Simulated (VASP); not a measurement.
Here is a VASP 6.6.1 calculation.

INCAR

```
ALGO = Normal
EDIFF = 1E-6
ENCUT = 520
GGA = PS
ISIF = 2
ISMEAR = -1
LASPH = True
LCHARG = False
LREAL = False
LWAVE = False
NBANDS = 11
NELM = 60
PREC = Accurate
SIGMA = 0.03
```

File KPOINTS:

```
k-points
0
Gamma
  10 10 10
```

The input POSCAR:

```
MgS
1.0
    0.0000000000      2.5929487644      2.5929487644
    2.5929487644      0.0000000000      2.5929487644
    2.5929487644      2.5929487644      0.0000000000
Mg S
1 1
Direct
    0.0000000000      0.0000000000      0.0000000000
    0.5000000000      0.5000000000      0.5000000000
```

Potentials or basis: VASP PAW PBE potentials, release 64 (Mg, S).

Run with:

```bash
$ cat potpaw_PBE.64/Mg/POTCAR potpaw_PBE.64/S/POTCAR > POTCAR
$ mpirun -np 1 vasp_std > vasp.out
```

**Question.** What does it give for the band gap on the k mesh?

**Answer.** 2.73 eV, indirect (least direct gap 3.67 eV).

**Question.** What does it give for the pressure?

**Answer.** -0.4 GPa.

Caveat: the PAW data sets were made with another functional, which shifts forces and pressure a little. A k mesh can miss the band edges.
